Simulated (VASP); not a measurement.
# AgI (P6_3mc) in VASP: a series of runs

Runs on AgI. Level: r2SCAN. Tasks: single point.

Everything below comes from runs of VASP 6.6.1. Logs are shortened: lines on timing, memory, paths and dates and some standing lists are left out, and cuts for length are marked.

## Step 1: The cell of the first run

The structure is hexagonal, space group P6_3mc (No. 186). The conventional cell has a = 4.651 Å, b = 4.651 Å, c = 7.523 Å, α = 90.00°, β = 90.00°, γ = 120.00°. Ag (site symmetry 3m) has 4 I at 2.84 Å within 3.7 Å. I (site symmetry 3m) has 4 Ag at 2.84 Å within 3.7 Å.

## Step 2: Single point, r2SCAN (uniaxial z strain -1.0%)

POSCAR

```
AgI
1.0
    4.6508717428      0.0000000000      0.0000000000
   -2.3254358714      4.0277730790      0.0000000000
    0.0000000000      0.0000000000      7.5233037214
Ag I
2 2
Direct
    0.3333333333      0.6666666667     -0.0014179145
    0.6666666667      0.3333333333      0.4985820855
    0.3333333333      0.6666666667      0.3764179145
    0.6666666667      0.3333333333      0.8764179145
```

INCAR.step1

```
SYSTEM = AgI
  ALGO = Normal
  EDIFF = 1E-5
  ENCUT = 550
  GGA = PE
  GGA_COMPAT = .FALSE.
  ISMEAR = 0
  LASPH = .TRUE.
  LCHARG = .FALSE.
  LREAL = .FALSE.
  LWAVE = .TRUE.
  NBANDS = 26
  NELM = 120
  PREC = Accurate
  SIGMA = 0.01
```

INCAR.step2

```
SYSTEM = AgI
  ALGO = Normal
  EDIFF = 1E-6
  ENCUT = 550
  GGA_COMPAT = .FALSE.
  ISIF = 2
  ISMEAR = 0
  ISTART = 1
  LASPH = .TRUE.
  LCHARG = .FALSE.
  LMIXTAU = .TRUE.
  LREAL = .FALSE.
  LWAVE = .FALSE.
  METAGGA = R2SCAN
  NBANDS = 26
  NELM = 120
  PREC = Accurate
  SIGMA = 0.01
```

KPOINTS

```
k-points
0
G
  6 6 4
  0 0 0
```

Potentials or basis: VASP PAW PBE potentials, release 64 (Ag, I).

Run with:

```
cat potpaw_PBE.64/Ag/POTCAR potpaw_PBE.64/I/POTCAR > POTCAR
cp INCAR.step1 INCAR
mpirun -np 1 vasp_std > vasp.out
cp INCAR.step2 INCAR
mpirun -np 1 vasp_std > vasp.out
```

OUTCAR:

```text
SYSTEM = AgI
   EDIFF = 1E-6
   ENCUT = 550
   ISIF = 2
   ISMEAR = 0
   ISTART = 1
   LASPH = .TRUE.
   LREAL = .FALSE.
   METAGGA = R2SCAN
   NELM = 120
   PREC = Accurate

 ion  position               nearest neighbor table
   1  0.333  0.667  0.999-   4 2.84   4 2.84   4 2.84   3 2.84
   2  0.667  0.333  0.499-   3 2.84   3 2.84   3 2.84   4 2.84
   3  0.333  0.667  0.376-   2 2.84   2 2.84   2 2.84   1 2.84
   4  0.667  0.333  0.876-   1 2.84   1 2.84   1 2.84   2 2.84

  LATTYP: Found a hexagonal cell.
 ALAT       =     4.6508717428
 C/A-ratio  =     1.6176115226

  Lattice vectors:

 A1 = (   4.6508717428,   0.0000000000,   0.0000000000)
 A2 = (  -2.3254358714,   4.0277730790,   0.0000000000)
 A3 = (   0.0000000000,   0.0000000000,   7.5233037214)

Analysis of symmetry for initial positions (statically):
=====================================================================
 Subroutine PRICEL returns:
 Original cell was already a primitive cell.

 Routine SETGRP: Setting up the symmetry group for a
 hexagonal supercell.

 Subroutine GETGRP returns: Found 12 space group operations
 (whereof  6 operations were pure point group operations)
 out of a pool of 24 trial point group operations.

The static configuration has the point symmetry C_3v.
 The point group associated with its full space group is C_6v.

Analysis of symmetry for dynamics (positions and initial velocities):
=====================================================================
 Subroutine PRICEL returns:
 Original cell was already a primitive cell.

 Routine SETGRP: Setting up the symmetry group for a
 hexagonal supercell.

 Subroutine GETGRP returns: Found 12 space group operations
 (whereof  6 operations were pure point group operations)
 out of a pool of 24 trial point group operations.

The dynamic configuration has the point symmetry C_3v.
 The point group associated with its full space group is C_6v.

 Subroutine INISYM returns: Found 12 space group operations
 (whereof  6 operations are pure point group operations),
 and found     1 'primitive' translations

----------------------------------------------------------------------------------------

                                     Primitive cell

  volume of cell :     140.9315

  direct lattice vectors                    reciprocal lattice vectors
     4.650871743  0.000000000  0.000000000     0.215013455  0.124138076  0.000000000
[... 86 lines left out ...]
   EDIFF  = 0.1E-05   stopping-criterion for ELM
   LREAL  =      F    real-space projection
   EDIFFG = 0.1E-04   stopping-criterion for IOM
   NSW    =      0    number of steps for IOM
   IBRION =     -1    ionic relax: 0-MD 1-quasi-New 2-CG
   NFREE  =      0    steps in history (QN), initial steepest desc. (CG)
   ISIF   =      2    stress and relaxation
   ISYM   =      2    0-nonsym 1-usesym 2-fastsym
   POTIM  = 0.5000    time-step for ionic-motion
   TEBEG  =    0.0;   TEEND  =   0.0 temperature during run
   PSTRESS=    0.0 pullay stress
   NELECT =      36.0000    total number of electrons
   NUPDOWN=      -1.0000    fix difference up-down
   EMIN   =  10.00;   EMAX   =-10.00  energy-range for DOS
   EFERMI =   0.00;   METHOD = LEGACY
   ISMEAR =     0;   SIGMA  =   0.01  broadening in eV -4-tet -1-fermi 0-gaus
   EFERMI_NEDOS =   21; number of points for ismear=-14 and -15
   IALGO  =     38    algorithm
   IMIX   =      4    mixing-type and parameters
     AMIX     =   0.40;   BMIX     =  1.00
     AMIX_MAG =   1.60;   BMIX_MAG =  1.00
  volume/ion in A,a.u.               =      35.23       237.76
  Fermi-wavevector in a.u.,A,eV,Ry     =   1.038739  1.962932 14.680390  1.078978
  Thomas-Fermi vector in A             =   2.173237
   LORBIT       =      0    0 simple, 1 ext, 2 COOP (PROOUT), +10 PAW based schemes
   METAGGA = R2SCAN    functional components
   LHFCALC =     F    Hartree Fock is set to
   AEXX    =    0.0000 exact exchange contribution
   IVDW    =     0    specifies the selected vdW correction
   LEPSILON=     F    determine dielectric tensor
   LRPA    =     F    only Hartree local field effects (RPA)
 non-spin polarized calculation
 Gauss-broadening in eV      SIGMA  =   0.01
  energy-cutoff  :      550.00
  volume of cell :      140.93
 maximum number of plane-waves:      4164
 NGX is ok and might be reduce to    36
   NGX = 17   NGY = 17   NGZ = 29

 number of electron      36.0000002 magnetization

 Free energy of the ion-electron system (eV)
  ---------------------------------------------------
  ext. energy  EPLUGINS =         0.00000000
  ---------------------------------------------------
  free energy    TOTEN  =       -93.05133998 eV

  energy without entropy =      -93.05133998  energy(sigma->0) =      -93.05133998

 E-fermi :   2.6225     XC(G=0):  -8.7994

 val. band max:        2.5573978621   @ k =   0.0000   0.0000   0.0000
 cond. band min:       4.3937412854   @ k =   0.0000   0.0000   0.0000
 fundamental gap:      1.8363434233
 Fermi energy:         2.6225047060

 k-point     1 :       0.0000    0.0000    0.0000
  band No.  band energies     occupation
      1     -10.4904      2.00000
      2     -10.2020      2.00000
      3      -1.5888      2.00000
      4      -1.5888      2.00000
      5      -1.5597      2.00000
      6      -1.4662      2.00000
[... 598 lines left out ...]
     25      11.1423      0.00000
     26      11.1423      0.00000

------------------------ aborting loop because EDIFF is reached ----------------------------------------

  FORCE on cell =-STRESS in cart. coord.  units (eV):
  Direction    XX          YY          ZZ          XY          YZ          ZX
  --------------------------------------------------------------------------------------
  -------------------------------------------------------------------------------------
  Total        0.1114470      0.1114470      0.2534290      0.0000000      0.0000000      0.0000000
  in kB        1.2669835      1.2669835      2.8811040      0.0000000      0.0000000      0.0000000
  external PRESSURE =       1.8050237 kB  Pullay stress =       0.0000000 kB

 VOLUME and BASIS-vectors are now :
 -----------------------------------------------------------------------------
  energy-cutoff  :      550.00
  volume of cell :      140.93
      direct lattice vectors                 reciprocal lattice vectors
     4.650871743  0.000000000  0.000000000     0.215013455  0.124138076  0.000000000
    -2.325435871  4.027773079  0.000000000     0.000000000  0.248276152  0.000000000
     0.000000000  0.000000000  7.523303721     0.000000000  0.000000000  0.132920328

 POSITION                                       TOTAL-FORCE (eV/Angst)
 -----------------------------------------------------------------------------------
     -0.00000      2.68518      7.51264        -0.000000     -0.000000     -0.000219
      2.32544      1.34259      3.75098         0.000000      0.000000     -0.000219
     -0.00000      2.68518      2.83191        -0.000000     -0.000000      0.000219
      2.32544      1.34259      6.59356         0.000000      0.000000      0.000219
 -----------------------------------------------------------------------------------
    total drift:                               -0.000000      0.000000     -0.000822

  FREE ENERGIE OF THE ION-ELECTRON SYSTEM (eV)
  ---------------------------------------------------
  free  energy   TOTEN  =       -93.0513399755 eV

  energy  without entropy=      -93.0513399755  energy(sigma->0) =      -93.05133998
```

OUTCAR.step1:

```text
SYSTEM = AgI
   EDIFF = 1E-5
   ENCUT = 550
   GGA = PE
   ISMEAR = 0
   LASPH = .TRUE.
   LREAL = .FALSE.
   NELM = 120
[... 833 lines left out ...]
      2.32544      1.34259      3.75098        -0.000000      0.000000      0.001456
     -0.00000      2.68518      2.83191         0.000000      0.000000     -0.001456
      2.32544      1.34259      6.59356        -0.000000     -0.000000     -0.001456
 -----------------------------------------------------------------------------------
    total drift:                               -0.000000      0.000000     -0.001231

  FREE ENERGIE OF THE ION-ELECTRON SYSTEM (eV)
  ---------------------------------------------------
  free  energy   TOTEN  =        -9.5667520789 eV

  energy  without entropy=       -9.5667520789  energy(sigma->0) =       -9.56675208
```

OSZICAR.step1:

```text
N       E                     dE             d eps       ncg     rms          rms(c)
DAV:   1     0.208340117688E+03    0.20834E+03   -0.16150E+04  1092   0.125E+03
DAV:   2     0.805480839739E+00   -0.20753E+03   -0.19910E+03  1198   0.240E+02
DAV:   3    -0.954795633830E+01   -0.10353E+02   -0.10289E+02  1298   0.526E+01
DAV:   4    -0.973623612144E+01   -0.18828E+00   -0.18820E+00  1376   0.699E+00
DAV:   5    -0.973828922977E+01   -0.20531E-02   -0.20531E-02  1284   0.735E-01    0.686E+00
DAV:   6    -0.956465577314E+01    0.17363E+00   -0.58355E-01  1124   0.835E+00    0.508E+00
DAV:   7    -0.956631883097E+01   -0.16631E-02   -0.14988E-01  1138   0.176E+00    0.191E+00
DAV:   8    -0.956639262194E+01   -0.73791E-04   -0.95090E-03  1168   0.893E-01    0.425E-01
DAV:   9    -0.956663950127E+01   -0.24688E-03   -0.23054E-03  1210   0.427E-01    0.908E-02
DAV:  10    -0.956669599920E+01   -0.56498E-04   -0.15358E-04  1186   0.137E-01    0.316E-02
DAV:  11    -0.956675797550E+01   -0.61976E-04   -0.11449E-04  1124   0.692E-02    0.351E-02
DAV:  12    -0.956675207890E+01    0.58966E-05   -0.16615E-05   902   0.469E-02
   1 F= -.95667521E+01 E0= -.95667521E+01  d E =-.376202E-28
```

Run time: 3.6 min. Hardware: 1 thread of Intel Xeon Platinum 8259CL at 2.50GHz (Skylake/Cascade Lake), shared host; peak memory 0.33 GiB.

What came out:

```yaml
Free_energy: -93.0513 eV
Pressure: 0.2 GPa
Band_gap_on_the_k_mesh: 1.84 eV
```

Stress tensor (GPa, compression positive):
```
0.13 0.00 0.00
0.00 0.13 0.00
0.00 0.00 0.29
```

Levels at points of the mesh, in eV from the valence-band top:
| k point | band 15 | band 16 | band 17 | band 18 | band 19 | band 20 | band 21 | band 22 |
| --- | --- | --- | --- | --- | --- | --- | --- | --- |
| (0.00, 0.00, 0.00) | -0.69 | -0.06 | 0.00 | 0.00 | 1.84 | 3.03 | 6.23 | 6.23 |
| (0.50, 0.00, 0.00) | -2.11 | -1.74 | -0.97 | -0.71 | 3.78 | 3.93 | 5.16 | 6.33 |
| (0.00, 0.00, 0.50) | -0.35 | -0.35 | -0.35 | -0.35 | 3.08 | 3.08 | 6.05 | 6.05 |
| (0.50, 0.00, 0.50) | -1.22 | -1.22 | -1.16 | -1.16 | 3.69 | 3.69 | 5.27 | 5.27 |

Caveat: the cell differs from its parent crystal (uniaxial z strain -1.0%); the PAW data sets were made with another functional, which shifts forces and pressure a little; spin-orbit coupling is left out, which moves the levels of the heavy elements.

## Step 3: Single point, r2SCAN

This run uses another cell than the first one, of 35.59 Å³/atom.

POSCAR

```
AgI
1.0
    4.6508717428      0.0000000000      0.0000000000
   -2.3254358714      4.0277730790      0.0000000000
    0.0000000000      0.0000000000      7.5992966883
Ag I
2 2
Direct
    0.3333333333      0.6666666667      0.0000048568
    0.6666666667      0.3333333333      0.5000048568
    0.3333333333      0.6666666667      0.3749951432
    0.6666666667      0.3333333333      0.8749951432
```

INCAR.step1

```
SYSTEM = AgI
ALGO = Normal
EDIFF = 1E-5
ENCUT = 550
GGA = PE
GGA_COMPAT = .FALSE.
ISMEAR = 0
LASPH = .TRUE.
LCHARG = .FALSE.
LREAL = .FALSE.
LWAVE = .TRUE.
NBANDS = 26
NELM = 120
PREC = Accurate
SIGMA = 0.01
```

INCAR.step2

```
SYSTEM = AgI
ALGO = Normal
EDIFF = 1E-6
ENCUT = 550
GGA_COMPAT = .FALSE.
ISIF = 2
ISMEAR = 0
ISTART = 1
LASPH = .TRUE.
LCHARG = .FALSE.
LMIXTAU = .TRUE.
LREAL = .FALSE.
LWAVE = .FALSE.
METAGGA = R2SCAN
NBANDS = 26
NELM = 120
PREC = Accurate
SIGMA = 0.01
```

KPOINTS is that of step 2.

Potentials or basis: VASP PAW PBE potentials, release 64 (Ag, I).

Run with:

```
cat potpaw_PBE.64/Ag/POTCAR potpaw_PBE.64/I/POTCAR > POTCAR
cp INCAR.step1 INCAR
mpirun -np 1 vasp_std > vasp.out
cp INCAR.step2 INCAR
mpirun -np 1 vasp_std > vasp.out
```

OUTCAR:

```text
SYSTEM = AgI
   EDIFF = 1E-6
   ENCUT = 550
   ISIF = 2
   ISMEAR = 0
   ISTART = 1
   LASPH = .TRUE.
   LREAL = .FALSE.
   METAGGA = R2SCAN
   NELM = 120
   PREC = Accurate

 ion  position               nearest neighbor table
   1  0.333  0.667  0.000-   4 2.85   4 2.85   4 2.85   3 2.85
   2  0.667  0.333  0.500-   3 2.85   3 2.85   3 2.85   4 2.85
   3  0.333  0.667  0.375-   2 2.85   2 2.85   2 2.85   1 2.85
   4  0.667  0.333  0.875-   1 2.85   1 2.85   1 2.85   2 2.85

  LATTYP: Found a hexagonal cell.
 ALAT       =     4.6508717428
 C/A-ratio  =     1.6339510330

  Lattice vectors:

 A1 = (   4.6508717428,   0.0000000000,   0.0000000000)
 A2 = (  -2.3254358714,   4.0277730790,   0.0000000000)
 A3 = (   0.0000000000,   0.0000000000,   7.5992966883)

Analysis of symmetry for initial positions (statically):
=====================================================================
 Subroutine PRICEL returns:
 Original cell was already a primitive cell.

 Routine SETGRP: Setting up the symmetry group for a
 hexagonal supercell.

 Subroutine GETGRP returns: Found 12 space group operations
[... 166 lines left out ...]
  energy without entropy =      -93.05241952  energy(sigma->0) =      -93.05241952

 E-fermi :   2.5507     XC(G=0):  -8.7514

 val. band max:        2.4502806428   @ k =   0.0000   0.0000   0.0000
 cond. band min:       4.2794462442   @ k =   0.0000   0.0000   0.0000
 fundamental gap:      1.8291656013
 Fermi energy:         2.5507108343

 k-point     1 :       0.0000    0.0000    0.0000
  band No.  band energies     occupation
      1     -10.5443      2.00000
      2     -10.2701      2.00000
      3      -1.6316      2.00000
      4      -1.6307      2.00000
      5      -1.6307      2.00000
      6      -1.5289      2.00000
[... 598 lines left out ...]
     25      11.0337      0.00000
     26      11.0337      0.00000

------------------------ aborting loop because EDIFF is reached ----------------------------------------

  FORCE on cell =-STRESS in cart. coord.  units (eV):
  Direction    XX          YY          ZZ          XY          YZ          ZX
  --------------------------------------------------------------------------------------
  -------------------------------------------------------------------------------------
  Total       -0.1055409     -0.1055409     -0.1063266      0.0000000      0.0000000      0.0000000
  in kB       -1.1878421     -1.1878421     -1.1966850      0.0000000      0.0000000      0.0000000
  external PRESSURE =      -1.1907897 kB  Pullay stress =       0.0000000 kB

 VOLUME and BASIS-vectors are now :
 -----------------------------------------------------------------------------
  energy-cutoff  :      550.00
  volume of cell :      142.36
      direct lattice vectors                 reciprocal lattice vectors
     4.650871743  0.000000000  0.000000000     0.215013455  0.124138076  0.000000000
    -2.325435871  4.027773079  0.000000000     0.000000000  0.248276152  0.000000000
     0.000000000  0.000000000  7.599296688     0.000000000  0.000000000  0.131591125

 POSITION                                       TOTAL-FORCE (eV/Angst)
 -----------------------------------------------------------------------------------
     -0.00000      2.68518      0.00004         0.000000     -0.000000     -0.000762
      2.32544      1.34259      3.79969        -0.000000      0.000000     -0.000762
     -0.00000      2.68518      2.84970         0.000000     -0.000000      0.000762
      2.32544      1.34259      6.64935        -0.000000      0.000000      0.000762
 -----------------------------------------------------------------------------------
    total drift:                               -0.000000      0.000000      0.000797

  FREE ENERGIE OF THE ION-ELECTRON SYSTEM (eV)
  ---------------------------------------------------
  free  energy   TOTEN  =       -93.0524195185 eV

  energy  without entropy=      -93.0524195185  energy(sigma->0) =      -93.05241952
```

OSZICAR.step1:

```text
N       E                     dE             d eps       ncg     rms          rms(c)
DAV:   1     0.209070339274E+03    0.20907E+03   -0.15960E+04  1092   0.123E+03
DAV:   2     0.938668610680E+00   -0.20813E+03   -0.20020E+03  1224   0.241E+02
DAV:   3    -0.954745905211E+01   -0.10486E+02   -0.10422E+02  1310   0.530E+01
DAV:   4    -0.974158274795E+01   -0.19412E+00   -0.19404E+00  1358   0.710E+00
DAV:   5    -0.974292772330E+01   -0.13450E-02   -0.13449E-02  1302   0.690E-01    0.669E+00
DAV:   6    -0.957172249407E+01    0.17121E+00   -0.57099E-01  1126   0.826E+00    0.497E+00
DAV:   7    -0.957357121836E+01   -0.18487E-02   -0.14959E-01  1138   0.176E+00    0.189E+00
DAV:   8    -0.957371460785E+01   -0.14339E-03   -0.97276E-03  1152   0.904E-01    0.423E-01
DAV:   9    -0.957396705898E+01   -0.25245E-03   -0.23160E-03  1222   0.433E-01    0.905E-02
DAV:  10    -0.957402200584E+01   -0.54947E-04   -0.15444E-04  1170   0.138E-01    0.321E-02
DAV:  11    -0.957408564823E+01   -0.63642E-04   -0.12409E-04  1134   0.730E-02    0.363E-02
DAV:  12    -0.957407944976E+01    0.61985E-05   -0.13991E-05   882   0.421E-02
   1 F= -.95740794E+01 E0= -.95740794E+01  d E =-.358597E-52
```

It took 3.5 min on 1 thread of Intel Xeon Platinum 8259CL at 2.50GHz (Skylake/Cascade Lake), shared host; peak memory 0.33 GiB.

Results:

```
Free energy            : -93.0524 eV
Pressure               : -0.1 GPa
Band gap on the k mesh : 1.83 eV
```

Levels at points of the mesh, in eV from the valence-band top:
```csv
k point,band 15,band 16,band 17,band 18,band 19,band 20,band 21,band 22
"(0.00, 0.00, 0.00)",-0.68,-0.06,0.00,0.00,1.83,3.10,6.29,6.29
"(0.50, 0.00, 0.00)",-2.08,-1.70,-0.97,-0.68,3.76,3.98,5.14,6.26
"(0.00, 0.00, 0.50)",-0.35,-0.35,-0.35,-0.35,3.10,3.10,6.03,6.03
"(0.50, 0.00, 0.50)",-1.18,-1.18,-1.17,-1.17,3.68,3.68,5.28,5.28
```

Caveat: the PAW data sets were made with another functional, which shifts forces and pressure a little; spin-orbit coupling is left out, which moves the levels of the heavy elements.
